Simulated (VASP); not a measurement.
Set up this calculation in VASP 6.6.1, as the native input.

* Task: single point
* Functional: PBEsol
* Potentials or basis: VASP PAW PBE potentials, release 64 (W_sv, S)
* Cutoff: 520 eV
* k mesh: 8 × 8 × 1
* Occupations: gaussian, width 0.02 eV
* Spin: no spin polarisation
* Dipole correction: no
* Further INCAR settings: ALGO = Normal; EDIFF = 1e-07; NBANDS = 49

The structure of WS2 lies in POSCAR:

```
WS2
1.0
    3.1892799466     -0.0245418244      0.0094448765
   -1.6158938167      2.7543110097     -0.0025461153
    0.0846645158      0.0225267146     28.5350036133
W S
3 6
Direct
    0.6849739743      0.3556432144      0.6623338414
    0.2963177032      0.6623619500      0.8830899239
    0.3399290225      0.6730352715      0.4374114061
    0.6327730888      0.2488294943      0.9405734841
    0.7096741604      0.3845132672      0.4920804753
    0.3861498754      0.6828011494      0.7121668778
    0.6191007761      0.3198080881      0.8310202070
    0.6804408431      0.3275026004      0.3819416202
    0.3668654855      0.7075846502      0.6078080724
```

One way to write it, as run:

INCAR

```
SYSTEM = WS2
PREC = Accurate
ENCUT = 520
EDIFF = 1E-7
ISMEAR = 0
SIGMA = 0.02
LREAL = .FALSE.
LASPH = .TRUE.
NELM = 60
ALGO = Normal
ISIF = 2
LWAVE = .FALSE.
LCHARG = .FALSE.
GGA = PS
NBANDS = 49
```

KPOINTS

```
Automatic mesh
0
G
  8 8 1
  0 0 0
```

Potentials or basis: VASP PAW PBE potentials, release 64 (W_sv, S).

The run is started by

```bash
$ cat potpaw_PBE.64/W_sv/POTCAR potpaw_PBE.64/S/POTCAR > POTCAR
$ mpirun -np 1 vasp_std > vasp.out
```

Results of the run:

```
Largest force          : 3.523 eV/Å
Band gap on the k mesh : 1.00 eV (least direct gap 1.18 eV)
```

Caveat: the PAW data sets were made with another functional, which shifts forces and pressure a little; spin-orbit coupling is left out, which moves the levels of the heavy elements.

Wall time 6.9 min on 1 thread of Intel(R) Xeon(R) 6975P-C (Granite Rapids), with other jobs on the host, peak memory 0.53 GiB.
